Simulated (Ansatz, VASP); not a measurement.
BaS in VASP and in Ansatz

INCAR

```
SYSTEM = BaS
  PREC = Accurate
  ENCUT = 520
  EDIFF = 1E-6
  ISMEAR = -1
  SIGMA = 0.01
  LREAL = .False.
  LASPH = .True.
  NELM = 100
  ALGO = Normal
  ISIF = 2
  LWAVE = .False.
  LCHARG = .False.
  NBANDS = 15
```

KPOINTS

```
regular mesh
0
Gamma
  7 7 7
  0 0 0
```

Contents of POSCAR:

```
BaS
1.0
    0.0000000000      3.2149012787      3.2149012787
    3.2149012787      0.0000000000      3.2149012787
    3.2149012787      3.2149012787      0.0000000000
Ba S
1 1
Direct
    0.0000000000      0.0000000000      0.0000000000
    0.5000000000      0.5000000000      0.5000000000
```

Input for Ansatz:

```yaml
crystal:
  lattice:
    - [0.0, 3.2149012787, 3.2149012787]
    - [3.2149012787, 0.0, 3.2149012787]
    - [3.2149012787, 3.2149012787, 0.0]
  atoms:
    - { symbol: Ba, position: [0.0, 0.0, 0.0] }
    - { symbol: S, position: [0.5, 0.5, 0.5] }
kpoints:
  mp_grid: { grid: [7, 7, 7] }
  band_path:
    path:
      - [0.0, 0.0, 0.0]
      - [0.5, 0.0, 0.5]
      - [0.625, 0.25, 0.625]
      - [0.375, 0.375, 0.75]
      - [0.0, 0.0, 0.0]
      - [0.5, 0.5, 0.5]
      - [0.5, 0.25, 0.75]
      - [0.5, 0.0, 0.5]
    npoints: 5
scf:
  occupations: { method: fermi_dirac, width: 0.01 }
hamiltonian:
  xc: lda
  pseudopotentials: { kind: all_electron, lapw: { basis_error: 0.00025 } }
output:
  forces: true
  stress: true
  eigenvalues: true
```

Change from the starting cell: volume scaled by 1.02.

Alike in both runs: task single point; functional LDA; k mesh 7 × 7 × 7; occupations fermi-dirac, width 0.01 eV; no spin polarisation.

|  | VASP | Ansatz |
| --- | --- | --- |
| version | VASP 6.6.1 | Ansatz 0.2.0 |
| potentials or method | VASP PAW LDA potentials, release 64 (Ba_sv, S), cutoff 520 eV | all-electron LAPW, scalar-relativistic |

|  | VASP | Ansatz | Ansatz less VASP |
| --- | --- | --- | --- |
| gap on the k mesh at the Fermi level (eV) | 2.00 | 2.09 | +0.099 |
| pressure (GPa) | -2.6 | -3.2 | -0.58 |

LDA's correlation is that of Perdew and Zunger in VASP and of Perdew and Wang (1992) in Ansatz. Ansatz ran all-electron here, and VASP with PAW potentials.

Neither program's run includes spin-orbit coupling.
